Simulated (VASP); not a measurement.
# TiTe2 (P-3m1) in VASP: settings compared

The runs below take TiTe2 through single point, with HSE06, RPBE+D3(BJ), revPBE+D3(BJ), RPBE+D4, revPBE+D4.

Everything below comes from runs of VASP 6.6.1. Logs are shortened: lines on timing, memory, paths and dates and some standing lists are left out, and cuts for length are marked.

## 1. The cell of the first run

The structure is trigonal, space group P-3m1 (No. 164). The conventional cell has a = 3.777 Å, b = 3.777 Å, c = 6.498 Å, α = 90.00°, β = 90.00°, γ = 120.00°. Within 3.8 Å of Te (site symmetry 3m) lie 3 Ti at 2.77 Å and 9 Te at 3.78 Å. Ti (site symmetry -3m) has 6 Te at 2.77 Å and 6 Ti at 3.78 Å within 3.8 Å.

## 2. Single point, HSE06

POSCAR

```
TiTe2
1.0
    3.7770000000      0.0000000000      0.0000000000
   -1.8885000000      3.2709779501      0.0000000000
    0.0000000000      0.0000000000      6.4980000000
Te Ti
2 1
Direct
    0.3333333333      0.6666666667      0.7372000000
    0.6666666667      0.3333333333      0.2628000000
    0.0000000000      0.0000000000      0.0000000000
```

INCAR.step1

```
PREC = Accurate
ENCUT = 520
EDIFF = 1E-5
ISMEAR = -1
SIGMA = 0.05
LREAL = F
LASPH = T
NELM = 80
ALGO = Normal
ISIF = 2
LWAVE = T
LCHARG = F
NBANDS = 19
GGA = PE
```

INCAR.step2

```
PREC = Accurate
ENCUT = 520
EDIFF = 1E-6
ISMEAR = -1
SIGMA = 0.05
LREAL = F
LASPH = T
NELM = 80
ALGO = Normal
ISIF = 2
LWAVE = F
LCHARG = F
GGA = PE
LHFCALC = T
HFSCREEN = 0.2079
PRECFOCK = Normal
NBANDS = 19
ISTART = 1
```

KPOINTS

```
regular mesh
0
Gamma
  5 5 3
```

Potentials or basis: VASP PAW PBE potentials, release 64 (Te, Ti_sv).

The run is started by

```console
cat potpaw_PBE.64/Te/POTCAR potpaw_PBE.64/Ti_sv/POTCAR > POTCAR
cp INCAR.step1 INCAR
mpirun -np 1 vasp_std > vasp.out
cp INCAR.step2 INCAR
mpirun -np 1 vasp_std > vasp.out
```

OUTCAR:

```text
PREC = Accurate
   ENCUT = 520
   EDIFF = 1E-6
   ISMEAR = -1
   LREAL = F
   LASPH = T
   NELM = 80
   ISIF = 2
   GGA = PE
   LHFCALC = T
   HFSCREEN = 0.2079
   PRECFOCK = Normal
   ISTART = 1

 ion  position               nearest neighbor table
   1  0.333  0.667  0.737-   3 2.77   3 2.77   3 2.77
   2  0.667  0.333  0.263-   3 2.77   3 2.77   3 2.77
   3  0.000  0.000  0.000-   1 2.77   2 2.77   2 2.77   1 2.77   2 2.77   1 2.77

  LATTYP: Found a hexagonal cell.
 ALAT       =     3.7770000000
 C/A-ratio  =     1.7204130262

  Lattice vectors:

 A1 = (   3.7770000000,   0.0000000000,   0.0000000000)
 A2 = (  -1.8885000000,   3.2709779501,   0.0000000000)
 A3 = (   0.0000000000,   0.0000000000,   6.4980000000)

Analysis of symmetry for initial positions (statically):
=====================================================================
 Subroutine PRICEL returns:
 Original cell was already a primitive cell.

 Routine SETGRP: Setting up the symmetry group for a
 hexagonal supercell.

 Subroutine GETGRP returns: Found 12 space group operations
 (whereof 12 operations were pure point group operations)
 out of a pool of 24 trial point group operations.

The static configuration has the point symmetry D_3d.

Analysis of symmetry for dynamics (positions and initial velocities):
=====================================================================
 Subroutine PRICEL returns:
 Original cell was already a primitive cell.

 Routine SETGRP: Setting up the symmetry group for a
 hexagonal supercell.

 Subroutine GETGRP returns: Found 12 space group operations
 (whereof 12 operations were pure point group operations)
 out of a pool of 24 trial point group operations.

The dynamic configuration has the point symmetry D_3d.

 Subroutine INISYM returns: Found 12 space group operations
 (whereof 12 operations are pure point group operations),
 and found     1 'primitive' translations

----------------------------------------------------------------------------------------

                                     Primitive cell

  volume of cell :      80.2794
[... 77 lines left out ...]
   NELM   =     80;   NELMIN=  2; NELMDL=  0     # of ELM steps
   EDIFF  = 0.1E-05   stopping-criterion for ELM
   LREAL  =      F    real-space projection
   EDIFFG = 0.1E-04   stopping-criterion for IOM
   NSW    =      0    number of steps for IOM
   IBRION =     -1    ionic relax: 0-MD 1-quasi-New 2-CG
   NFREE  =      0    steps in history (QN), initial steepest desc. (CG)
   ISIF   =      2    stress and relaxation
   ISYM   =      3    0-nonsym 1-usesym 2-fastsym
   POTIM  = 0.5000    time-step for ionic-motion
   TEBEG  =    0.0;   TEEND  =   0.0 temperature during run
   PSTRESS=    0.0 pullay stress
   NELECT =      24.0000    total number of electrons
   NUPDOWN=      -1.0000    fix difference up-down
   EMIN   =  10.00;   EMAX   =-10.00  energy-range for DOS
   EFERMI =   0.00;   METHOD = LEGACY
   ISMEAR =    -1;   SIGMA  =   0.05  broadening in eV -4-tet -1-fermi 0-gaus
   EFERMI_NEDOS =   21; number of points for ismear=-14 and -15
   IALGO  =     38    algorithm
   IMIX   =      1    mixing-type and parameters
     AMIX     =   0.40;   BMIX     =  1.00
     AMIX_MAG =   1.60;   BMIX_MAG =  1.00
  volume/ion in A,a.u.               =      26.76       180.58
  Fermi-wavevector in a.u.,A,eV,Ry     =   1.094655  2.068597 16.303438  1.198269
  Thomas-Fermi vector in A             =   2.230964
   LORBIT       =      0    0 simple, 1 ext, 2 COOP (PROOUT), +10 PAW based schemes
   GGA     = PE    functional components
   LHFCALC =     T    Hartree Fock is set to
   PRECFOCK=normal    Normal, Fast or Accurate (Low or Medium for compatibility)
   ENCUT4O =  -1.0   cutoff for four orbital integrals eV
   NKREDX  =     1    reduce k-point grid by
   NKREDY  =     1    reduce k-point grid by
   NKREDZ  =     1    reduce k-point grid by
   AEXX    =    0.2500 exact exchange contribution
   HFSCREEN=    0.2079 screening length (either q_TF or 0.3 A-1)
   HFSCREENC=   0.2079 screening length for correlation (either q_TF or 0.3 A-1)
   ENCUTFOCK=  -1.0 apply spherical cutoff to Coloumb kernel
   IVDW    =     0    specifies the selected vdW correction
   LEPSILON=     F    determine dielectric tensor
   LRPA    =     F    only Hartree local field effects (RPA)
 non-spin polarized calculation
  energy-cutoff  :      520.00
  volume of cell :       80.28
 maximum number of plane-waves:      2172
  NGX = 24; NGY = 24; NGZ = 40

 number of electron      23.9999998 magnetization

 Free energy of the ion-electron system (eV)
  ---------------------------------------------------
  ext. energy  EPLUGINS =         0.00000000
  ---------------------------------------------------
  free energy    TOTEN  =       -19.84684035 eV

  energy without entropy =      -19.83885461  energy(sigma->0) =      -19.84284748

 E-fermi :   6.8984     XC(G=0):  -8.1938

 val. band max:        6.7719647654   @ k =   0.4000   0.0000   0.3333
 cond. band min:       6.9857705048   @ k =   0.0000   0.4000   0.3333
 fundamental gap:      0.2138057395
 Fermi energy:         6.8983947871

 k-point     1 :       0.0000    0.0000    0.0000
  band No.  band energies     occupation
      1     -55.9498      2.00000
      2     -30.5433      2.00000
      3     -30.5433      2.00000
      4     -30.5265      2.00000
      5      -7.1585      2.00000
      6      -5.4474      2.00000
[... 241 lines left out ...]
      6      -4.8379      2.00000
[... 11 lines left out ...]
     18      12.2433      0.00000
     19      13.5356      0.00000

------------------------ aborting loop because EDIFF is reached ----------------------------------------

  FORCE on cell =-STRESS in cart. coord.  units (eV):
  Direction    XX          YY          ZZ          XY          YZ          ZX
  --------------------------------------------------------------------------------------
  -------------------------------------------------------------------------------------
  Total       -0.3778325     -0.3778325     -0.2216177      0.0000000      0.0000000      0.0000000
  in kB       -7.5405952     -7.5405952     -4.4229367      0.0000000      0.0000000      0.0000000
  external PRESSURE =      -6.5013757 kB  Pullay stress =       0.0000000 kB

 VOLUME and BASIS-vectors are now :
 -----------------------------------------------------------------------------
  energy-cutoff  :      520.00
  volume of cell :       80.28
      direct lattice vectors                 reciprocal lattice vectors
     3.777000000  0.000000000  0.000000000     0.264760392  0.152859484  0.000000000
    -1.888500000  3.270977950  0.000000000     0.000000000  0.305718967  0.000000000
     0.000000000  0.000000000  6.498000000     0.000000000  0.000000000  0.153893506

 POSITION                                       TOTAL-FORCE (eV/Angst)
 -----------------------------------------------------------------------------------
     -0.00000      2.18065      4.79033        -0.000000      0.000000      0.317241
      1.88850      1.09033      1.70767        -0.000000      0.000000     -0.317241
      0.00000      0.00000      0.00000         0.000000      0.000000      0.000000
 -----------------------------------------------------------------------------------
    total drift:                               -0.000000     -0.000000      0.000000

  FREE ENERGIE OF THE ION-ELECTRON SYSTEM (eV)
  ---------------------------------------------------
  free  energy   TOTEN  =       -19.8468403459 eV

  energy  without entropy=      -19.8388546063  energy(sigma->0) =      -19.84284748
```

OUTCAR.step1:

```text
PREC = Accurate
   ENCUT = 520
   EDIFF = 1E-5
   ISMEAR = -1
   LREAL = F
   LASPH = T
[... 473 lines left out ...]
     -0.00000      2.18065      4.79033         0.000000      0.000000      0.007579
      1.88850      1.09033      1.70767        -0.000000      0.000000     -0.007579
      0.00000      0.00000      0.00000         0.000000      0.000000      0.000000
 -----------------------------------------------------------------------------------
    total drift:                                0.000000     -0.000000      0.000000

  FREE ENERGIE OF THE ION-ELECTRON SYSTEM (eV)
  ---------------------------------------------------
  free  energy   TOTEN  =       -16.1899666044 eV

  energy  without entropy=      -16.1776326606  energy(sigma->0) =      -16.18379963
```

OSZICAR.step1:

```text
N       E                     dE             d eps       ncg     rms          rms(c)
DAV:   1     0.172209896990E+03    0.17221E+03   -0.10479E+04   456   0.116E+03
DAV:   2    -0.164561278852E+01   -0.17386E+03   -0.16888E+03   478   0.294E+02
DAV:   3    -0.177595207299E+02   -0.16114E+02   -0.15559E+02   680   0.827E+01
DAV:   4    -0.183881199190E+02   -0.62860E+00   -0.62613E+00   567   0.156E+01
DAV:   5    -0.184151431077E+02   -0.27023E-01   -0.27015E-01   671   0.316E+00    0.120E+01
DAV:   6    -0.186438459847E+02   -0.22870E+00   -0.38384E+01   495   0.377E+01    0.145E+01
DAV:   7    -0.164482455024E+02    0.21956E+01   -0.31217E+01   577   0.323E+01    0.544E+00
DAV:   8    -0.161922907533E+02    0.25595E+00   -0.13033E+00   540   0.808E+00    0.171E+00
DAV:   9    -0.162133833530E+02   -0.21093E-01   -0.30428E-01   610   0.343E+00    0.167E+00
DAV:  10    -0.161957278304E+02    0.17656E-01   -0.31067E-01   551   0.376E+00    0.854E-01
DAV:  11    -0.161903511358E+02    0.53767E-02   -0.20712E-02   515   0.103E+00    0.442E-01
DAV:  12    -0.161903324294E+02    0.18706E-04   -0.57190E-04   536   0.166E-01    0.271E-01
DAV:  13    -0.161899695591E+02    0.36287E-03   -0.13163E-03   678   0.234E-01    0.774E-02
DAV:  14    -0.161899666044E+02    0.29546E-05   -0.51673E-05   528   0.438E-02
   1 F= -.16189967E+02 E0= -.16183800E+02  d E =-.123339E-01
```

Wall time 52 min (1 thread of Intel Xeon Platinum 8259CL at 2.50GHz (Skylake/Cascade Lake), shared host); peak memory 0.33 GiB.

Results:

| Quantity | Value |
| --- | --- |
| Free energy | -19.8468 eV |
| Pressure | -0.7 GPa |
| Largest force | 0.317 eV/Å |
| Band gap on the k mesh | zero (bands 12 and 13 overlap by 0.66 eV) |

Forces in eV/Å, atoms in the order of the input:
```
Te   0.000  0.000  0.317
Te   0.000  0.000 -0.317
Ti   0.000  0.000  0.000
```

Caveat: the k points lie up to 0.38 Å⁻¹ apart, too coarse for converged energies and pressures of a metal; the PAW data sets were made with another functional, which shifts forces and pressure a little; spin-orbit coupling is left out, which moves the levels of the heavy elements; this functional lacks dispersion, which binds layers or chains, so the pressure and a relaxed spacing across them are unreliable.

## 3. Single point, RPBE+D3(BJ)

This run uses another cell than the first one, of 18.17 Å³/atom.

INCAR

```
  PREC = Accurate
  ENCUT = 520
  EDIFF = 1E-6
  ISMEAR = -1
  SIGMA = 0.05
  LREAL = False
  LASPH = True
  NELM = 100
  ALGO = Normal
  ISIF = 2
  LWAVE = False
  LCHARG = True
  GGA = RP
  IVDW = 12
  LELF = True
  LVHAR = True
  NBANDS = 19
```

KPOINTS

```
Automatic mesh
0
Gamma
  8 8 4
```

POSCAR

```
TiTe2
1.0
    3.2393931453      0.0000000000      0.0000000000
   -1.6196965726      2.8053967567      0.0000000000
    0.0000000000      0.0000000000      5.9985376705
Te Ti
2 1
Direct
    0.3333333333      0.6666666667      0.6991257149
    0.6666666667      0.3333333333      0.3008742851
    0.0000000000      0.0000000000      0.0000000000
```

Potentials or basis: VASP PAW PBE potentials, release 64 (Te, Ti_sv).

The run is started by

```console
cat potpaw_PBE.64/Te/POTCAR potpaw_PBE.64/Ti_sv/POTCAR > POTCAR
mpirun -np 1 vasp_std > vasp.out
```

Wall time 12 s (1 thread of Intel Xeon 6975P-C (Granite Rapids), shared host); peak memory 0.2 GiB.

The run converged. Its results:

```
Free energy                : -24.0314 eV
Pressure                   : -0.2 GPa
Largest force              : 0.003 eV/Å
Band gap on the k mesh     : zero (bands 12 and 13 overlap by 1.34 eV)
Dispersion energy per atom : -3.851 eV
```

Forces in eV/Å, atoms in the order of the input:
```
Te   0.000  0.000  0.003
Te   0.000  0.000 -0.003
Ti   0.000  0.000  0.000
```

Levels at points of the mesh, in eV from the Fermi level:
| k point | band 9 | band 10 | band 11 | band 12 | band 13 | band 14 | band 15 | band 16 |
| --- | --- | --- | --- | --- | --- | --- | --- | --- |
| (0.00, 0.00, 0.00) | -1.18 | -0.87 | 0.73 | 0.73 | 1.21 | 2.88 | 2.88 | 3.58 |
| (0.50, 0.00, 0.00) | -3.95 | -3.38 | -1.64 | -1.60 | -0.61 | 1.76 | 2.30 | 3.51 |
| (0.00, 0.00, 0.50) | -0.97 | -0.97 | 0.71 | 0.71 | 1.47 | 1.68 | 1.68 | 5.02 |
| (0.50, 0.00, 0.50) | -4.03 | -2.64 | -1.47 | -0.78 | 0.43 | 2.29 | 2.51 | 2.66 |

Caveat: the dispersion term is far too large for a dense solid, which distorts pressure and volume; the PAW data sets were made with another functional, which shifts forces and pressure a little; spin-orbit coupling is left out, which moves the levels of the heavy elements.

(Part 1 of 2 ends here.)

The gap in the log of VASP goes by the Fermi energy; the results here count the filled bands.